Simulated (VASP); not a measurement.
The system is ZnCdC4N4.

```
CELL_PARAMETERS angstrom
5.98654 0.00000 0.00000
0.00000 5.98654 0.00000
0.00000 0.00000 5.98654
ATOMIC_POSITIONS crystal
Zn 0.00000 0.00000 0.00000
Cd 0.50000 0.50000 0.50000
C 0.18488 0.18488 0.18488
C 0.18488 0.81512 0.81512
C 0.81512 0.18488 0.81512
C 0.81512 0.81512 0.18488
N 0.29771 0.29771 0.29771
N 0.29771 0.70229 0.70229
N 0.70229 0.29771 0.70229
N 0.70229 0.70229 0.29771
```

* Program: VASP 6.6.1
* Task: relaxation of cell and atoms
* Functional: PBE
* Potentials or basis: VASP PAW PBE potentials, release 64 (Zn, Cd, C, N)
* Cutoff: 600 eV
* k mesh: 4 × 4 × 4
* Occupations: gaussian, width 0.1 eV
* Spin: no spin polarisation

At the start: pressure 4.0 GPa; volume 21.46 Å³/atom.

How do energy, volume and symmetry change on relaxing?

Over 10 steps the energy falls by 39.3 meV/atom and the volume is 23.96 Å³/atom (+11.7 %); space group P-43m (No. 215, to 0.1 Å) before and after.

The path:
```
step  energy change (eV)  largest force (eV/Å)  pressure (GPa)  volume (Å³)
   1              0.0000                1.5300            3.97       214.55
   2              3.5993               19.8365           17.85       231.48
   3             -0.0902                1.3403            5.69       217.14
   4             -0.3436                1.3763            2.30       232.26
   5             -0.3602                1.3639            0.72       241.47
   6             -0.0832                3.9461           -3.85       241.82
   7             -0.3895                0.0087           -0.45       241.55
   8             -0.3895                0.0349           -0.44       241.55
   9             -0.3913                0.0304           -0.33       240.85
  10             -0.3934                0.0207           -0.14       239.60
```

Final structure:
```
Zn Cd C N
1.0
     6.21097    0.00000    0.00000
     0.00000    6.21097    0.00000
     0.00000    0.00000    6.21097
Zn Cd C N
1 1 4 4
Direct
  0.00000 0.00000 0.00000
  0.50000 0.50000 0.50000
  0.18728 0.18728 0.18728
  0.18728 0.81272 0.81272
  0.81272 0.18728 0.81272
  0.81272 0.81272 0.18728
  0.29573 0.29573 0.29573
  0.29573 0.70427 0.70427
  0.70427 0.29573 0.70427
  0.70427 0.70427 0.29573
```
